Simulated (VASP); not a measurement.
Cd:

```
Cd
1.0
     2.88186    0.00000    0.00000
    -1.44093    2.49577    0.00000
     0.00000    0.00000    5.63837
Cd
2
Direct
  0.33333 0.66667 0.25000
  0.66667 0.33333 0.75000
```

Base run:

```yaml
Program: VASP 6.6.1
Functional: LDA
Potentials_or_basis: VASP PAW LDA potentials, release 64 (Cd)
Cutoff: 520 eV
k_mesh: 10 × 10 × 5
Occupations: fermi-dirac, width 0.1 eV
Spin: no spin polarisation
```

Its results: band gap on the k mesh zero (band 12 reaches 4.50 eV, above the bottom of band 13 at -0.22 eV); pressure 0.8 GPa.

Problem. After a change of settings the same cell gave: band gap on the k mesh zero (band 12 reaches 4.44 eV, above the bottom of band 13 at -0.21 eV); pressure 3.6 GPa. Which change was it?
A. k mesh from 10 × 10 × 5 to 3 × 3 × 2
B. k mesh from 10 × 10 × 5 to 13 × 13 × 6; occupations from fermi-dirac, width 0.1 eV to fermi-dirac, width 0.01 eV
C. k mesh from 10 × 10 × 5 to 6 × 6 × 3
D. k mesh from 10 × 10 × 5 to 8 × 8 × 4

Solution. A.

Caveats: some runs use coarse meshes.
